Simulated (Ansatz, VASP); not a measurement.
# One calculation of KYMgC6N6, two programs

Contents of INCAR:

```
SYSTEM = KYMgC6N6
PREC = Accurate ; ENCUT = 600
EDIFF = 1E-7 ; ISMEAR = 0
SIGMA = 0.02 ; LREAL = Auto
LASPH = .True. ; NELM = 100
ALGO = Normal ; ISIF = 3
LWAVE = .False. ; LCHARG = .False.
GGA = PE ; IBRION = 2
NSW = 100 ; EDIFFG = -0.01
```

The input KPOINTS:

```
Automatic mesh
0
Gamma
  4 4 4
  0 0 0
```

The input POSCAR:

```
KYMgC6N6
1.0
    0.0000000000      5.8055219076      5.8055219076
    5.8055219076      0.0000000000      5.8055219076
    5.8055219076      5.8055219076      0.0000000000
K Y Mg C N
1 1 1 6 6
Direct
    0.2500000000      0.2500000000      0.2500000000
    0.5000000000      0.5000000000      0.5000000000
    0.0000000000      0.0000000000      0.0000000000
    0.8035495773      0.1964504227      0.1964504227
    0.8035495773      0.1964504227      0.8035495773
    0.8035495773      0.8035495773      0.1964504227
    0.1964504227      0.8035495773      0.8035495773
    0.1964504227      0.8035495773      0.1964504227
    0.1964504227      0.1964504227      0.8035495773
    0.7026203895      0.2973796105      0.2973796105
    0.7026203895      0.2973796105      0.7026203895
    0.7026203895      0.7026203895      0.2973796105
    0.2973796105      0.7026203895      0.7026203895
    0.2973796105      0.7026203895      0.2973796105
    0.2973796105      0.2973796105      0.7026203895
```

Input for Ansatz:

```yaml
crystal:
  lattice:
    - [0.0, 5.8055219076, 5.8055219076]
    - [5.8055219076, 0.0, 5.8055219076]
    - [5.8055219076, 5.8055219076, 0.0]
  atoms:
    - { symbol: K, position: [0.25, 0.25, 0.25] }
    - { symbol: "Y", position: [0.5, 0.5, 0.5] }
    - { symbol: Mg, position: [0.0, 0.0, 0.0] }
    - { symbol: C, position: [0.8035495773, 0.1964504227, 0.1964504227] }
    - { symbol: C, position: [0.8035495773, 0.1964504227, 0.8035495773] }
    - { symbol: C, position: [0.8035495773, 0.8035495773, 0.1964504227] }
    - { symbol: C, position: [0.1964504227, 0.8035495773, 0.8035495773] }
    - { symbol: C, position: [0.1964504227, 0.8035495773, 0.1964504227] }
    - { symbol: C, position: [0.1964504227, 0.1964504227, 0.8035495773] }
    - { symbol: "N", position: [0.7026203895, 0.2973796105, 0.2973796105] }
    - { symbol: "N", position: [0.7026203895, 0.2973796105, 0.7026203895] }
    - { symbol: "N", position: [0.7026203895, 0.7026203895, 0.2973796105] }
    - { symbol: "N", position: [0.2973796105, 0.7026203895, 0.7026203895] }
    - { symbol: "N", position: [0.2973796105, 0.7026203895, 0.2973796105] }
    - { symbol: "N", position: [0.2973796105, 0.2973796105, 0.7026203895] }
basis:
  ecutwfc: 420
kpoints:
  mp_grid: { grid: [4, 4, 4] }
hamiltonian:
  xc: pbe
scf:
  occupations: { method: gaussian, width: 0.02 }
output:
  forces: true
  stress: true
  eigenvalues: true
relax:
  adjacent_minimum: "off"
  f_tol: 0.01
  max_steps: 80
  cell: { stress_tol: 0.05 }
```

Alike in both runs: task relaxation of cell and atoms; functional PBE; k mesh 4 × 4 × 4; occupations gaussian, width 0.02 eV; no spin polarisation.

```csv
,VASP,Ansatz
version,VASP 6.6.1,Ansatz 0.2.0
potentials or method,"VASP PAW PBE potentials, release 64 (K_sv, Y_sv, Mg, C, N), cutoff 600 eV","scalar-relativistic, plane waves, PAW"
valence electrons in the cell,76,84
```

```csv
,VASP,Ansatz,Ansatz less VASP
"gap on the k mesh at the Fermi level, each at its own relaxed structure (eV)",4.28,4.31,+0.029
relaxed volume (Å³/atom),26.15,26.28,+0.126
relaxed cell length with the largest relative difference (Å),8.217,8.230,+0.0132
```

VASP's potentials hold 76 valence electrons a cell and Ansatz's 84, so a difference there can come from the potentials and not from the codes.

Noted on VASP's run: the standard files for N, O and F lose accuracy on very short bonds.
